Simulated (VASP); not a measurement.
# K (P6_3/mmc) in VASP: further runs

K is run at these levels: PBEsol; tasks: single point.

All numbers are computed with VASP 6.6.1; they aren't measurements. Logs are shortened: lines on timing, memory, paths and dates and some standing lists are left out, and cuts for length are marked.

## Step 1: The cell of the first run

The structure is hexagonal, space group P6_3/mmc (No. 194). Conventional cell: a = 4.846 Å, b = 4.846 Å, c = 7.830 Å, α = 90.00°, β = 90.00°, γ = 120.00°.

## Step 2: Single point, PBEsol (strain +0.0175 x Voigt [1, 1, 0, 0, 0, 0])

Input file INCAR:

```
SYSTEM = K
PREC = Accurate
ENCUT = 520
EDIFF = 1E-6
ISMEAR = 0
SIGMA = 0.15
LREAL = .FALSE.
LASPH = .TRUE.
NELM = 100
ALGO = Normal
ISIF = 2
LWAVE = .FALSE.
LCHARG = .FALSE.
GGA = PS
NBANDS = 16
```

Input file KPOINTS:

```
Automatic mesh
0
G
  12 12 6
  0 0 0
```

Input file POSCAR:

```
K
1.0
    4.8457379507      0.0000000000      0.0000000000
   -2.4228689754      4.1965321654      0.0000000000
    0.0000000000      0.0000000000      7.8299713200
K
2
Direct
    0.3333333333      0.6666666667      0.2500000000
    0.6666666667      0.3333333333      0.7500000000
```

Potentials or basis: VASP PAW PBE potentials, release 64 (K_sv).

Launch:

```console
$ cat potpaw_PBE.64/K_sv/POTCAR > POTCAR
$ mpirun -np 1 vasp_std > vasp.out
```

OUTCAR:

```text
SYSTEM = K
   PREC = Accurate
   ENCUT = 520
   EDIFF = 1E-6
   ISMEAR = 0
   LREAL = .FALSE.
   LASPH = .TRUE.
   NELM = 100
   ISIF = 2
   GGA = PS

 ion  position               nearest neighbor table
   1  0.333  0.667  0.250-
   2  0.667  0.333  0.750-

  LATTYP: Found a hexagonal cell.
 ALAT       =     4.8457379507
 C/A-ratio  =     1.6158470391

  Lattice vectors:

 A1 = (   4.8457379507,   0.0000000000,   0.0000000000)
 A2 = (  -2.4228689754,   4.1965321654,   0.0000000000)
 A3 = (   0.0000000000,   0.0000000000,   7.8299713200)

Analysis of symmetry for initial positions (statically):
=====================================================================
 Subroutine PRICEL returns:
 Original cell was already a primitive cell.

 Routine SETGRP: Setting up the symmetry group for a
 hexagonal supercell.

 Subroutine GETGRP returns: Found 24 space group operations
 (whereof 12 operations were pure point group operations)
 out of a pool of 24 trial point group operations.

The static configuration has the point symmetry D_3d.
 The point group associated with its full space group is D_6h.

Analysis of symmetry for dynamics (positions and initial velocities):
=====================================================================
 Subroutine PRICEL returns:
 Original cell was already a primitive cell.

 Routine SETGRP: Setting up the symmetry group for a
 hexagonal supercell.

 Subroutine GETGRP returns: Found 24 space group operations
 (whereof 12 operations were pure point group operations)
 out of a pool of 24 trial point group operations.

The dynamic configuration has the point symmetry D_3d.
 The point group associated with its full space group is D_6h.

 Subroutine INISYM returns: Found 24 space group operations
 (whereof 12 operations are pure point group operations),
 and found     1 'primitive' translations

----------------------------------------------------------------------------------------

                                     Primitive cell

  volume of cell :     159.2248

  direct lattice vectors                    reciprocal lattice vectors
     4.845737951  0.000000000  0.000000000     0.206366917  0.119145995  0.000000000
    -2.422868975  4.196532165  0.000000000     0.000000000  0.238291990  0.000000000
     0.000000000  0.000000000  7.829971320     0.000000000  0.000000000  0.127714389

  length of vectors
     4.845737951  4.845737951  7.829971320     0.238291990  0.238291990  0.127714389

  position of ions in fractional coordinates (direct lattice)
     0.333333333  0.666666667  0.250000000
     0.666666667  0.333333333  0.750000000

  ion indices of the primitive-cell ions
   primitive index   ion index
                 1           1
                 2           2

----------------------------------------------------------------------------------------

 KPOINTS: Automatic mesh

Automatic generation of k-mesh.
 Grid dimensions read from file:
 generate k-points for:   12   12    6

 Generating k-lattice:

  Cartesian coordinates                     Fractional coordinates (reciprocal lattice)
     0.017197243  0.009928833  0.000000000     0.083333333  0.000000000  0.000000000
     0.000000000  0.019857666  0.000000000     0.000000000  0.083333333  0.000000000
     0.000000000  0.000000000  0.021285731     0.000000000  0.000000000  0.166666667

  Length of vectors
     0.019857666  0.019857666  0.021285731

  Shift w.r.t. Gamma in fractional coordinates (k-lattice)
     0.000000000  0.000000000  0.000000000

 Subroutine IBZKPT returns following result:
 ===========================================

 Found     76 irreducible k-points:

 Following reciprocal coordinates:
            Coordinates               Weight
  0.000000  0.000000  0.000000      1.000000
  0.083333 -0.000000  0.000000      6.000000
  0.166667 -0.000000  0.000000      6.000000
  0.250000 -0.000000  0.000000      6.000000
  0.333333 -0.000000  0.000000      6.000000
  0.416667  0.000000  0.000000      6.000000
[... 16 lines left out ...]
  0.250000 -0.000000  0.166667     12.000000
  0.333333 -0.000000  0.166667     12.000000
 [... further k-points ...]
   k-points           NKPTS =     76   k-points in BZ     NKDIM =     76   number of bands    NBANDS=     16
   number of dos      NEDOS =    301   number of ions     NIONS =      2
   total plane-waves  NPLWV =  77760
   dimension x,y,z NGX =    36 NGY =   36 NGZ =   60
   dimension x,y,z NGXF=    72 NGYF=   72 NGZF=  120
   ions per type =               2
   NGX,Y,Z   is equivalent  to a cutoff of  12.35, 12.35, 12.74 a.u.
   NGXF,Y,Z  is equivalent  to a cutoff of  24.70, 24.70, 25.48 a.u.
 SYSTEM =  K
   PREC   = accura    normal or accurate (medium, high low for compatibility)
   ISTART =      0    job   : 0-new  1-cont  2-samecut
   ICHARG =      2    charge: 1-file 2-atom 10-const
   ISPIN  =      1    spin polarized calculation?
   LNONCOLLINEAR =      F non collinear calculations
   LSORBIT =      F    spin-orbit coupling
   LASPH  =      T    aspherical Exc in radial PAW
   ENCUT  =  520.0 eV  38.22 Ry    6.18 a.u.   9.01  9.01 14.56*2*pi/ulx,y,z
   NELM   =    100;   NELMIN=  2; NELMDL= -5     # of ELM steps
   EDIFF  = 0.1E-05   stopping-criterion for ELM
   LREAL  =      F    real-space projection
   EDIFFG = 0.1E-04   stopping-criterion for IOM
   NSW    =      0    number of steps for IOM
   IBRION =     -1    ionic relax: 0-MD 1-quasi-New 2-CG
   NFREE  =      0    steps in history (QN), initial steepest desc. (CG)
   ISIF   =      2    stress and relaxation
   ISYM   =      2    0-nonsym 1-usesym 2-fastsym
   POTIM  = 0.5000    time-step for ionic-motion
   TEBEG  =    0.0;   TEEND  =   0.0 temperature during run
   PSTRESS=    0.0 pullay stress
   NELECT =      18.0000    total number of electrons
   NUPDOWN=      -1.0000    fix difference up-down
   EMIN   =  10.00;   EMAX   =-10.00  energy-range for DOS
   EFERMI =   0.00;   METHOD = LEGACY
   ISMEAR =     0;   SIGMA  =   0.15  broadening in eV -4-tet -1-fermi 0-gaus
   EFERMI_NEDOS =   21; number of points for ismear=-14 and -15
   IALGO  =     38    algorithm
   IMIX   =      4    mixing-type and parameters
     AMIX     =   0.40;   BMIX     =  1.00
     AMIX_MAG =   1.60;   BMIX_MAG =  1.00
  volume/ion in A,a.u.               =      79.61       537.25
  Fermi-wavevector in a.u.,A,eV,Ry     =   0.791581  1.495871  8.525421  0.626601
  Thomas-Fermi vector in A             =   1.897150
   LORBIT       =      0    0 simple, 1 ext, 2 COOP (PROOUT), +10 PAW based schemes
   GGA     = PS    functional components
   LHFCALC =     F    Hartree Fock is set to
   AEXX    =    0.0000 exact exchange contribution
   IVDW    =     0    specifies the selected vdW correction
   LEPSILON=     F    determine dielectric tensor
   LRPA    =     F    only Hartree local field effects (RPA)
 non-spin polarized calculation
 Gauss-broadening in eV      SIGMA  =   0.15
  energy-cutoff  :      520.00
  volume of cell :      159.22
 maximum number of plane-waves:      4323
 NGX is ok and might be reduce to    36
   NGX = 17   NGY = 17   NGZ = 29

 number of electron      17.9999999 magnetization

 Free energy of the ion-electron system (eV)
  ---------------------------------------------------
  ext. energy  EPLUGINS =         0.00000000
  ---------------------------------------------------
  free energy    TOTEN  =        -2.25780145 eV

  energy without entropy =       -2.24051962  energy(sigma->0) =       -2.24916054

 E-fermi :  -0.3340     XC(G=0):  -5.5026

 val. band max:       -0.3456613294   @ k =   0.1667  -0.0000   0.1667
 cond. band min:      -0.2524542262   @ k =   0.3333  -0.0000   0.3333
 fundamental gap:      0.0932071032
 Fermi energy:        -0.3340058087

 k-point     1 :       0.0000    0.0000    0.0000
  band No.  band energies     occupation
      1     -32.3700      2.00000
      2     -32.3673      2.00000
      3     -15.9366      2.00000
      4     -15.8928      2.00000
      5     -15.8928      2.00000
      6     -15.8852      2.00000
[... 8 lines left out ...]
     15       4.0491      0.00000
     16       4.0491      0.00000

 k-point     2 :       0.0833   -0.0000    0.0000
  band No.  band energies     occupation
      1     -32.3698      2.00000
      2     -32.3672      2.00000
      3     -15.9354      2.00000
      4     -15.8953      2.00000
      5     -15.8936      2.00000
      6     -15.8877      2.00000
[... 8 lines left out ...]
     15       3.9828      0.00000
     16       4.1235      0.00000

 k-point     3 :       0.1667   -0.0000    0.0000
  band No.  band energies     occupation
      1     -32.3694      2.00000
      2     -32.3670      2.00000
      3     -15.9322      2.00000
      4     -15.9019      2.00000
      5     -15.8958      2.00000
      6     -15.8946      2.00000
[... 8 lines left out ...]
     15       3.8322      0.00000
     16       4.1591      0.00000

 k-point     4 :       0.2500   -0.0000    0.0000
  band No.  band energies     occupation
      1     -32.3688      2.00000
      2     -32.3668      2.00000
      3     -15.9274      2.00000
      4     -15.9112      2.00000
      5     -15.9039      2.00000
      6     -15.8986      2.00000
[... 8 lines left out ...]
     15       3.8977      0.00000
     16       3.9243      0.00000
[... 324 lines left out ...]
 k-point    22 :       0.1667   -0.0000    0.1667
  band No.  band energies     occupation
      1     -32.3692      2.00000
      2     -32.3672      2.00000
      3     -15.9297      2.00000
      4     -15.9011      2.00000
      5     -15.8969      2.00000
      6     -15.8952      2.00000
[... 8 lines left out ...]
     15       3.7474      0.00000
     16       4.0393      0.00000

 k-point    23 :       0.2500   -0.0000    0.1667
  band No.  band energies     occupation
      1     -32.3687      2.00000
      2     -32.3669      2.00000
      3     -15.9265      2.00000
      4     -15.9094      2.00000
      5     -15.9058      2.00000
      6     -15.8979      2.00000
[... 8 lines left out ...]
     15       3.8441      0.00000
     16       3.9439      0.00000

 k-point    24 :       0.3333   -0.0000    0.1667
  band No.  band energies     occupation
      1     -32.3681      2.00000
      2     -32.3667      2.00000
      3     -15.9260      2.00000
      4     -15.9163      2.00000
      5     -15.9129      2.00000
      6     -15.9007      2.00000
[... 8 lines left out ...]
     15       3.7494      0.00000
     16       4.0310      0.00000

 [... further k-points ...]

------------------------ aborting loop because EDIFF is reached ----------------------------------------

  FORCE on cell =-STRESS in cart. coord.  units (eV):
  Direction    XX          YY          ZZ          XY          YZ          ZX
  --------------------------------------------------------------------------------------
  -------------------------------------------------------------------------------------
  Total       -0.3561640     -0.3561640     -0.3128297      0.0000000      0.0000000      0.0000000
  in kB       -3.5838512     -3.5838512     -3.1478058      0.0000000      0.0000000      0.0000000
  external PRESSURE =      -3.4385027 kB  Pullay stress =       0.0000000 kB

 VOLUME and BASIS-vectors are now :
 -----------------------------------------------------------------------------
  energy-cutoff  :      520.00
  volume of cell :      159.22
      direct lattice vectors                 reciprocal lattice vectors
     4.845737951  0.000000000  0.000000000     0.206366917  0.119145995  0.000000000
    -2.422868975  4.196532165  0.000000000     0.000000000  0.238291990  0.000000000
     0.000000000  0.000000000  7.829971320     0.000000000  0.000000000  0.127714389

 POSITION                                       TOTAL-FORCE (eV/Angst)
 -----------------------------------------------------------------------------------
     -0.00000      2.79769      1.95749        -0.000000      0.000000     -0.000000
      2.42287      1.39884      5.87248         0.000000     -0.000000      0.000000
 -----------------------------------------------------------------------------------
    total drift:                               -0.000000      0.000000     -0.000000

  FREE ENERGIE OF THE ION-ELECTRON SYSTEM (eV)
  ---------------------------------------------------
  free  energy   TOTEN  =        -2.2578014485 eV

  energy  without entropy=       -2.2405196243  energy(sigma->0) =       -2.24916054
```

It took 2 min on 1 thread of AMD EPYC 7R43 (Zen 3), shared host; peak memory 0.31 GiB.

Results:

| Item | Value |
| --- | --- |
| Free energy | -2.2578 eV |
| Pressure | -0.3 GPa |
| Band gap on the k mesh | zero (band 9 reaches 0.86 eV, above the bottom of band 10 at -1.69 eV) |

Levels at points of the mesh, in eV from the Fermi level:
| k point | band 6 | band 7 | band 8 | band 9 | band 10 | band 11 | band 12 | band 13 |
| --- | --- | --- | --- | --- | --- | --- | --- | --- |
| (0.00, 0.00, 0.00) | -15.55 | -15.55 | -15.55 | -2.04 | 0.35 | 0.56 | 3.99 | 3.99 |
| (0.50, 0.00, 0.00) | -15.57 | -15.56 | -15.56 | 0.10 | 0.24 | 1.67 | 1.97 | 2.24 |
| (0.00, 0.00, 0.50) | -15.55 | -15.55 | -15.55 | -1.36 | -1.36 | 2.74 | 2.74 | 4.03 |
| (0.50, 0.00, 0.50) | -15.56 | -15.56 | -15.56 | 0.62 | 0.62 | 0.81 | 0.81 | 3.07 |

Caveat: the cell differs from its parent crystal (strain +0.0175 x Voigt [1, 1, 0, 0, 0, 0]); the PAW data sets were made with another functional, which shifts forces and pressure a little.

[end of part 1 of 2]
